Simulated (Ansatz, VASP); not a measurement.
**One calculation of Nb, two programs**

```
CELL_PARAMETERS angstrom
-1.63622 1.63622 1.63622
1.63622 -1.63622 1.63622
1.63622 1.63622 -1.63622
ATOMIC_POSITIONS crystal
Nb 0.00000 0.00000 0.00000
```

Alike in both runs: functional PBEsol; k mesh 18 × 18 × 18; occupations gaussian, width 0.1 eV; no spin polarisation.

Ansatz relaxed the structure, and its values are those at the end. VASP's run is a single point on that final structure, the one shown.

|  | VASP | Ansatz |
| --- | --- | --- |
| version | VASP 6.6.1 | Ansatz 0.2.0 |
| potentials or method | VASP PAW PBE potentials, release 64 (Nb_sv), cutoff 520 eV | scalar-relativistic, plane waves, PAW |
| valence electrons in the cell | 13 | 13 |

|  | VASP | Ansatz | Ansatz less VASP |
| --- | --- | --- | --- |
| gap on the k mesh at the Fermi level (eV) | none | none | - |
| pressure (GPa) | -0.3 | 0.0 | +0.30 |

VASP's potentials were made for PBE, not for PBEsol. A gap of «none» marks a metal or a gap that the smearing closes.
